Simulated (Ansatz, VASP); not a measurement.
**Two plane-wave programs on ZrC**

File INCAR:

```
SYSTEM = ZrC
PREC     = Accurate       ! precision mode
ENCUT    = 520            ! plane-wave cutoff, eV
EDIFF    = 1E-6           ! SCF threshold, eV
ISMEAR   = -1             ! smearing method
SIGMA    = 0.05           ! smearing width, eV
LREAL    = .FALSE.        ! projectors in reciprocal space
LASPH    = .TRUE.         ! aspherical terms in the spheres
NELM     = 80             ! most SCF steps
ALGO     = Normal         ! electronic algorithm
ISIF     = 2              ! what is computed and relaxed
LWAVE    = .FALSE.        ! write WAVECAR
LCHARG   = .FALSE.        ! write CHGCAR
GGA      = PE             ! functional
NBANDS   = 15             ! bands
```

The input KPOINTS:

```
Automatic mesh
0
G
  10 10 10
  0 0 0
```

Contents of POSCAR:

```
ZrC
1.0
    0.0000000000      2.3650000000      2.3650000000
    2.3650000000      0.0000000000      2.3650000000
    2.3650000000      2.3650000000      0.0000000000
Zr C
1 1
Direct
    0.4901410000      0.4959120000      0.5064160000
   -0.0109390000     -0.0047220000      0.0215780000
```

input.yaml

```yaml
crystal:
  lattice:
    - [0.0, 2.365, 2.365]
    - [2.365, 0.0, 2.365]
    - [2.365, 2.365, 0.0]
  atoms:
    - { symbol: Zr, position: [0.490141, 0.495912, 0.506416] }
    - { symbol: C, position: [-0.010939, -0.004722, 0.021578] }
hamiltonian:
  xc: pbe
  pseudopotentials: { kind: paw, azcp: { folder: soft_1 } }
kpoints:
  mp_grid: { grid: [10, 10, 10] }
scf:
  occupations: { method: fermi_dirac, width: 0.05 }
output:
  forces: true
  stress: true
  eigenvalues: true
```

Change from the starting cell: atoms moved at random, drawn with an rms of 0.05 Å.

Alike in both runs: task single point; functional PBE; k mesh 10 × 10 × 10; occupations fermi-dirac, width 0.05 eV; no spin polarisation.

|  | VASP | Ansatz |
| --- | --- | --- |
| version | VASP 6.6.1 | Ansatz 0.2.0 |
| potentials or method | VASP PAW PBE potentials, release 64 (Zr_sv, C) | Ansatz PAW soft_1 |
| plane-wave cutoff (eV) | 520 | 420 |
| valence electrons in the cell | 16 | 16 |

Ansatz gave:

| Property | Result |
| --- | --- |
| gap on the k mesh at the Fermi level (eV) | none |
| pressure (GPa) | -2.7 |
| traceless stress, the component that is largest in VASP (GPa) | -0.17 |
| rms of the force components (eV/Å) | 0.178 |

Q: Estimate VASP's values.

A: gap on the k mesh at the Fermi level (eV): none; pressure (GPa): -2.5; traceless stress, the component that is largest in VASP (GPa): -0.17; rms of the force components (eV/Å): 0.178.

Atom by atom the forces differ by 0.001 eV/Å (rms over components). A gap of «none» marks a metal or a gap that the smearing closes. The functional is the same, so the differences come from potentials, cutoffs and numerics.
